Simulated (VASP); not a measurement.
# KF (I4/mmm) in VASP: single point with HSE06

Aim: the single point of KF with HSE06.

Everything below comes from runs of VASP 6.6.1. Logs are shortened: lines on timing, memory, paths and dates and some standing lists are left out, and cuts for length are marked.

## (1) The cell of the first run

It takes space group I4/mmm (No. 139, tetragonal). Conventional cell: a = 3.760 Å, b = 3.760 Å, c = 5.566 Å, α = 90.00°, β = 90.00°, γ = 90.00°. Within 3.5 Å of K (site symmetry 4/mmm) lie 6 F at 2.66 to 2.78 Å. Within 3.5 Å of F (site symmetry 4/mmm) lie 6 K at 2.66 to 2.78 Å.

## (2) Single point, HSE06 (uniaxial z strain +4.7%)

File POSCAR:

```
KF
1.0
    0.0000000000      2.6589605792      2.7831340383
    2.6589605792      0.0000000000      2.7831340383
    2.6589605792      2.6589605792      0.0000000000
K F
1 1
Direct
    0.0000000000      0.0000000000      0.0000000000
    0.5000000000      0.5000000000      0.5000000000
```

File INCAR.step1:

```
PREC = Accurate
ENCUT = 520
EDIFF = 1E-5
ISMEAR = 0
SIGMA = 0.01
LREAL = False
LASPH = True
NELM = 120
ALGO = Normal
ISIF = 2
LWAVE = True
LCHARG = False
GGA = PE
NBANDS = 15
GGA_COMPAT = False
```

File INCAR.step2:

```
PREC = Accurate
ENCUT = 520
EDIFF = 1E-6
ISMEAR = 0
SIGMA = 0.01
LREAL = False
LASPH = True
NELM = 120
ALGO = Normal
ISIF = 2
LWAVE = False
LCHARG = False
GGA = PE
LHFCALC = True
HFSCREEN = 0.2079
PRECFOCK = Normal
ISTART = 1
NBANDS = 15
GGA_COMPAT = False
```

File KPOINTS:

```
Automatic mesh
0
Gamma
  6 6 6
```

Potentials or basis: VASP PAW PBE potentials, release 64 (K_sv, F).

Started as:

```bash
$ cat potpaw_PBE.64/K_sv/POTCAR potpaw_PBE.64/F/POTCAR > POTCAR
$ cp INCAR.step1 INCAR
$ mpirun -np 1 vasp_std > vasp.out
$ cp INCAR.step2 INCAR
$ mpirun -np 1 vasp_std > vasp.out
```

OUTCAR:

```text
PREC = Accurate
   ENCUT = 520
   EDIFF = 1E-6
   ISMEAR = 0
   LREAL = False
   LASPH = True
   NELM = 120
   ISIF = 2
   GGA = PE
   LHFCALC = True
   HFSCREEN = 0.2079
   PRECFOCK = Normal
   ISTART = 1

 ion  position               nearest neighbor table
   1  0.000  0.000  0.000-   2 2.66   2 2.66   2 2.66   2 2.66   2 2.78   2 2.78
   2  0.500  0.500  0.500-   1 2.66   1 2.66   1 2.66   1 2.66   1 2.78   1 2.78

  LATTYP: Found a body centered tetragonal cell.
 ALAT       =     3.7603381129
 C/A-ratio  =     1.4802573358

  Lattice vectors:

 A1 = (  -2.6589605792,   0.0000000000,   2.7831340383)
 A2 = (   2.6589605792,   0.0000000000,   2.7831340383)
 A3 = (   0.0000000000,   2.6589605792,  -2.7831340383)

Analysis of symmetry for initial positions (statically):
=====================================================================
 Subroutine PRICEL returns:
 Original cell was already a primitive cell.

 Routine SETGRP: Setting up the symmetry group for a
 body centered tetragonal supercell.

 Subroutine GETGRP returns: Found 16 space group operations
 (whereof 16 operations were pure point group operations)
 out of a pool of 16 trial point group operations.

The static configuration has the point symmetry D_4h.

Analysis of symmetry for dynamics (positions and initial velocities):
=====================================================================
 Subroutine PRICEL returns:
 Original cell was already a primitive cell.

 Routine SETGRP: Setting up the symmetry group for a
 body centered tetragonal supercell.

 Subroutine GETGRP returns: Found 16 space group operations
 (whereof 16 operations were pure point group operations)
 out of a pool of 16 trial point group operations.

The dynamic configuration has the point symmetry D_4h.

 Subroutine INISYM returns: Found 16 space group operations
 (whereof 16 operations are pure point group operations),
 and found     1 'primitive' translations

----------------------------------------------------------------------------------------

                                     Primitive cell

  volume of cell :      39.3539

  direct lattice vectors                    reciprocal lattice vectors
     0.000000000  2.658960579  2.783134038    -0.188043405  0.188043405  0.179653582
     2.658960579  0.000000000  2.783134038     0.188043405 -0.188043405  0.179653582
     2.658960579  2.658960579  0.000000000     0.188043405  0.188043405 -0.179653582

  length of vectors
     3.849143598  3.849143598  3.760338113     0.320929982  0.320929982  0.320929982

  position of ions in fractional coordinates (direct lattice)
     0.000000000  0.000000000  0.000000000
     0.500000000  0.500000000  0.500000000

  ion indices of the primitive-cell ions
   primitive index   ion index
                 1           1
                 2           2

----------------------------------------------------------------------------------------

 KPOINTS: Automatic mesh

Automatic generation of k-mesh.
 Grid dimensions read from file:
 generate k-points for:    6    6    6

 Generating k-lattice:

  Cartesian coordinates                     Fractional coordinates (reciprocal lattice)
    -0.031340567  0.031340567  0.029942264     0.166666667  0.000000000  0.000000000
     0.031340567 -0.031340567  0.029942264     0.000000000  0.166666667  0.000000000
     0.031340567  0.031340567 -0.029942264    -0.000000000 -0.000000000  0.166666667

  Length of vectors
     0.053488330  0.053488330  0.053488330

  Shift w.r.t. Gamma in fractional coordinates (k-lattice)
     0.000000000  0.000000000  0.000000000

 Subroutine IBZKPT returns following result:
 ===========================================

 Found     30 irreducible k-points:

 Following reciprocal coordinates:
            Coordinates               Weight
  0.000000  0.000000  0.000000      1.000000
  0.166667  0.000000  0.000000      8.000000
  0.333333  0.000000  0.000000      8.000000
  0.500000  0.000000  0.000000      4.000000
  0.166667  0.166667  0.000000      2.000000
  0.333333  0.166667  0.000000      8.000000
[... 16 lines left out ...]
  0.333333  0.000000  0.333333      4.000000
  0.500000  0.000000  0.333333     16.000000
 [... further k-points ...]
   k-points           NKPTS =     30   k-points in BZ     NKDIM =    216   number of bands    NBANDS=     15
   number of dos      NEDOS =    301   number of ions     NIONS =      2
   total plane-waves  NPLWV =  25200
   dimension x,y,z NGX =    30 NGY =   30 NGZ =   28
   dimension x,y,z NGXF=    60 NGYF=   60 NGZF=   56
   ions per type =               1   1
   NGX,Y,Z   is equivalent  to a cutoff of  12.96, 12.96, 12.38 a.u.
   NGXF,Y,Z  is equivalent  to a cutoff of  25.91, 25.91, 24.76 a.u.
 SYSTEM =  unknown system
   PREC   = accura    normal or accurate (medium, high low for compatibility)
   ISTART =      1    job   : 0-new  1-cont  2-samecut
   ICHARG =      0    charge: 1-file 2-atom 10-const
   ISPIN  =      1    spin polarized calculation?
   LNONCOLLINEAR =      F non collinear calculations
   LSORBIT =      F    spin-orbit coupling
   LASPH  =      T    aspherical Exc in radial PAW
   ENCUT  =  520.0 eV  38.22 Ry    6.18 a.u.   7.16  7.16  6.99*2*pi/ulx,y,z
   NELM   =    120;   NELMIN=  2; NELMDL=  0     # of ELM steps
   EDIFF  = 0.1E-05   stopping-criterion for ELM
   LREAL  =      F    real-space projection
   EDIFFG = 0.1E-04   stopping-criterion for IOM
   NSW    =      0    number of steps for IOM
   IBRION =     -1    ionic relax: 0-MD 1-quasi-New 2-CG
   NFREE  =      0    steps in history (QN), initial steepest desc. (CG)
   ISIF   =      2    stress and relaxation
   ISYM   =      3    0-nonsym 1-usesym 2-fastsym
   POTIM  = 0.5000    time-step for ionic-motion
   TEBEG  =    0.0;   TEEND  =   0.0 temperature during run
   PSTRESS=    0.0 pullay stress
   NELECT =      16.0000    total number of electrons
   NUPDOWN=      -1.0000    fix difference up-down
   EMIN   =  10.00;   EMAX   =-10.00  energy-range for DOS
   EFERMI =   0.00;   METHOD = LEGACY
   ISMEAR =     0;   SIGMA  =   0.01  broadening in eV -4-tet -1-fermi 0-gaus
   EFERMI_NEDOS =   21; number of points for ismear=-14 and -15
   IALGO  =     38    algorithm
   IMIX   =      1    mixing-type and parameters
     AMIX     =   0.40;   BMIX     =  1.00
     AMIX_MAG =   1.60;   BMIX_MAG =  1.00
  volume/ion in A,a.u.               =      19.68       132.79
  Fermi-wavevector in a.u.,A,eV,Ry     =   1.212790  2.291840 20.012252  1.470859
  Thomas-Fermi vector in A             =   2.348263
   LORBIT       =      0    0 simple, 1 ext, 2 COOP (PROOUT), +10 PAW based schemes
   GGA     = PE    functional components
   LHFCALC =     T    Hartree Fock is set to
   PRECFOCK=normal    Normal, Fast or Accurate (Low or Medium for compatibility)
   ENCUT4O =  -1.0   cutoff for four orbital integrals eV
   NKREDX  =     1    reduce k-point grid by
   NKREDY  =     1    reduce k-point grid by
   NKREDZ  =     1    reduce k-point grid by
   AEXX    =    0.2500 exact exchange contribution
   HFSCREEN=    0.2079 screening length (either q_TF or 0.3 A-1)
   HFSCREENC=   0.2079 screening length for correlation (either q_TF or 0.3 A-1)
   ENCUTFOCK=  -1.0 apply spherical cutoff to Coloumb kernel
   IVDW    =     0    specifies the selected vdW correction
   LEPSILON=     F    determine dielectric tensor
   LRPA    =     F    only Hartree local field effects (RPA)
 non-spin polarized calculation
 Gauss-broadening in eV      SIGMA  =   0.01
  energy-cutoff  :      520.00
  volume of cell :       39.35
 maximum number of plane-waves:      1074
 NGX is ok and might be reduce to    30
  NGX = 24; NGY = 24; NGZ = 24

 number of electron      15.9999993 magnetization

 Free energy of the ion-electron system (eV)
  ---------------------------------------------------
  ext. energy  EPLUGINS =         0.00000000
  ---------------------------------------------------
  free energy    TOTEN  =        -9.95941410 eV

  energy without entropy =       -9.95941410  energy(sigma->0) =       -9.95941410

 E-fermi :  -4.3651     XC(G=0):  -6.8284

 val. band max:       -4.4499100069   @ k =   0.0000   0.0000   0.0000
 cond. band min:       3.5119845565   @ k =   0.0000   0.0000   0.0000
 fundamental gap:      7.9618945635
 Fermi energy:        -4.3650923032

 k-point     1 :       0.0000    0.0000    0.0000
  band No.  band energies     occupation
      1     -32.1940      2.00000
      2     -24.6523      2.00000
      3     -14.1195      2.00000
      4     -14.1052      2.00000
      5     -14.1052      2.00000
      6      -4.4958      2.00000
      7      -4.4499      2.00000
      8      -4.4499      2.00000
      9       3.5120      0.00000
     10       8.2818      0.00000
     11       8.5429      0.00000
     12       8.5429      0.00000
     13      10.0318      0.00000
     14      10.4828      0.00000
     15      14.1975      0.00000

 k-point     2 :       0.1667    0.0000    0.0000
  band No.  band energies     occupation
      1     -32.1723      2.00000
      2     -24.6715      2.00000
      3     -14.1756      2.00000
      4     -14.1247      2.00000
      5     -14.1068      2.00000
      6      -4.6790      2.00000
      7      -4.5582      2.00000
      8      -4.5406      2.00000
      9       4.2415      0.00000
     10       7.9947      0.00000
     11       8.7493      0.00000
     12       8.9120      0.00000
     13      10.3016      0.00000
     14      10.7370      0.00000
     15      15.5172      0.00000

 k-point     3 :       0.3333    0.0000    0.0000
  band No.  band energies     occupation
      1     -32.1283      2.00000
      2     -24.7099      2.00000
      3     -14.3010      2.00000
      4     -14.1491      2.00000
      5     -14.1096      2.00000
      6      -5.0512      2.00000
      7      -4.7175      2.00000
      8      -4.7104      2.00000
      9       5.8336      0.00000
     10       7.6401      0.00000
     11       9.4797      0.00000
     12       9.6965      0.00000
     13      11.2291      0.00000
     14      11.5247      0.00000
     15      15.4295      0.00000

 k-point     4 :       0.5000    0.0000    0.0000
  band No.  band energies     occupation
      1     -32.1061      2.00000
      2     -24.7294      2.00000
      3     -14.3634      2.00000
      4     -14.1610      2.00000
      5     -14.1109      2.00000
      6      -5.2182      2.00000
      7      -4.8038      2.00000
      8      -4.7839      2.00000
      9       6.5818      0.00000
     10       7.9422      0.00000
     11       9.7857      0.00000
     12      10.0692      0.00000
     13      12.2629      0.00000
     14      12.3779      0.00000
     15      13.9737      0.00000
[... 307 lines left out ...]
 k-point    22 :      -0.3333    0.5000    0.1667
  band No.  band energies     occupation
      1     -32.0921      2.00000
      2     -24.6833      2.00000
      3     -14.5526      2.00000
      4     -14.3693      2.00000
      5     -14.1883      2.00000
      6      -4.7859      2.00000
      7      -4.7161      2.00000
      8      -4.5605      2.00000
      9       6.6817      0.00000
     10       7.9968      0.00000
     11       8.6543      0.00000
     12      11.5139      0.00000
     13      12.1861      0.00000
     14      12.5124      0.00000
     15      13.0229      0.00000

 k-point    23 :       0.3333    0.0000    0.3333
  band No.  band energies     occupation
      1     -32.1080      2.00000
      2     -24.6846      2.00000
      3     -14.3994      2.00000
      4     -14.2877      2.00000
      5     -14.2568      2.00000
      6      -4.8848      2.00000
      7      -4.5616      2.00000
      8      -4.5081      2.00000
      9       6.2404      0.00000
     10       6.3635      0.00000
     11      10.2671      0.00000
     12      10.8601      0.00000
     13      10.9388      0.00000
     14      11.1770      0.00000
     15      15.8563      0.00000

 k-point    24 :       0.5000    0.0000    0.3333
  band No.  band energies     occupation
      1     -32.0883      2.00000
      2     -24.6835      2.00000
      3     -14.5321      2.00000
      4     -14.3197      2.00000
      5     -14.2807      2.00000
      6      -4.7477      2.00000
      7      -4.6430      2.00000
      8      -4.5936      2.00000
      9       6.2200      0.00000
     10       7.6313      0.00000
     11       9.3437      0.00000
     12      11.1792      0.00000
     13      11.9533      0.00000
     14      12.4374      0.00000
     15      13.3799      0.00000

 [... further k-points ...]
[... 5 lines left out ...]
  --------------------------------------------------------------------------------------
  -------------------------------------------------------------------------------------
  Total        0.0992649      0.0992649     -0.3931536      0.0000000      0.0000000      0.0000000
  in kB        4.0412743      4.0412743    -16.0060774      0.0000000      0.0000000      0.0000000
  external PRESSURE =      -2.6411763 kB  Pullay stress =       0.0000000 kB

 VOLUME and BASIS-vectors are now :
 -----------------------------------------------------------------------------
  energy-cutoff  :      520.00
  volume of cell :       39.35
      direct lattice vectors                 reciprocal lattice vectors
     0.000000000  2.658960579  2.783134038    -0.188043405  0.188043405  0.179653582
     2.658960579  0.000000000  2.783134038     0.188043405 -0.188043405  0.179653582
     2.658960579  2.658960579  0.000000000     0.188043405  0.188043405 -0.179653582

 POSITION                                       TOTAL-FORCE (eV/Angst)
 -----------------------------------------------------------------------------------
      0.00000      0.00000      0.00000        -0.000000      0.000000     -0.000000
      2.65896      2.65896      2.78313         0.000000     -0.000000      0.000000
 -----------------------------------------------------------------------------------
    total drift:                               -0.000000     -0.000000      0.000000

  FREE ENERGIE OF THE ION-ELECTRON SYSTEM (eV)
  ---------------------------------------------------
  free  energy   TOTEN  =        -9.9594140993 eV

  energy  without entropy=       -9.9594140993  energy(sigma->0) =       -9.95941410
```

It took 55 min on 1 thread of Intel Xeon Platinum 8259CL at 2.50GHz (Skylake/Cascade Lake), shared host; peak memory 0.29 GiB.

Results:

```
Free energy            : -9.9594 eV
Pressure               : -0.3 GPa
Band gap on the k mesh : 7.96 eV
```

Caveat: the cell differs from its parent crystal (uniaxial z strain +4.7%); the PAW data sets were made with another functional, which shifts forces and pressure a little.
